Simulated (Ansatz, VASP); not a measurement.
## One calculation of Ag, two programs

```
CELL_PARAMETERS angstrom
0.00000 2.20731 2.20731
2.20731 0.00000 2.20731
2.20731 2.20731 0.00000
ATOMIC_POSITIONS crystal
Ag 0.00000 0.00000 0.00000
```

Alike in both runs: task single point; functional r2SCAN; k mesh 7 × 7 × 7; no spin polarisation.

|  | VASP | Ansatz |
| --- | --- | --- |
| version | VASP 6.6.1 | Ansatz 0.2.0 |
| potentials or method | VASP PAW PBE potentials, release 64 (Ag), cutoff 550 eV | PAW plane waves |
| occupations | methfessel-paxton of order 1, width 0.0127 eV | cold, width 0.0127 eV |
| valence electrons in the cell | 11 | 19 |

|  | VASP | Ansatz | Ansatz less VASP |
| --- | --- | --- | --- |
| gap on the k mesh at the Fermi level (eV) | none | none | - |
| pressure (GPa) | -12.4 | -12.4 | +0.07 |

VASP's potentials were made for PBE, not for r2SCAN. A gap of «none» marks a metal or a gap that the smearing closes. VASP's potentials hold 11 valence electrons a cell and Ansatz's 19, so a difference there can come from the potentials and not from the codes.
